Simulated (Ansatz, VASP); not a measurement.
**One calculation of Ga, two programs**

```
Ga
1.0
     2.26284   -3.83510    0.00000
     2.26284    3.83510    0.00000
     0.00000    0.00000    4.53171
Ga
4
Direct
  0.15250 0.84750 0.07850
  0.65250 0.34750 0.42150
  0.84750 0.15250 0.92150
  0.34750 0.65250 0.57850
```

Change from the starting cell: volume scaled by 1.01, crystal datasets.

Alike in both runs: task electric field gradients; functional PBEsol; k mesh 9 × 9 × 8; occupations fermi-dirac, width 0.05 eV; no spin polarisation.

```csv
,VASP,Ansatz
version,VASP 6.6.1,Ansatz 0.2.0
potentials or method,"VASP PAW PBE potentials, release 64 (Ga_d), cutoff 520 eV","all-electron PAW with datasets made for the crystal, scalar-relativistic"
```

Ansatz gave:

```
pressure (GPa)                                                : -1.7
traceless stress, the component that is largest in VASP (GPa) : 1.36
rms of the force components (eV/Å)                            : 0.250
size of Vzz on the site where it differs most (V/Å²)          : 53.1
```

Task: Which values does VASP return?

Result: Pressure (GPa): -1.7; traceless stress, the component that is largest in VASP (GPa): 1.36; rms of the force components (eV/Å): 0.248; size of Vzz on the site where it differs most (V/Å²): 50.8.

VASP's potentials were made for PBE, not for PBEsol. Atom by atom the forces differ by 0.002 eV/Å (rms over components). Ansatz ran all-electron here, and VASP with PAW potentials.
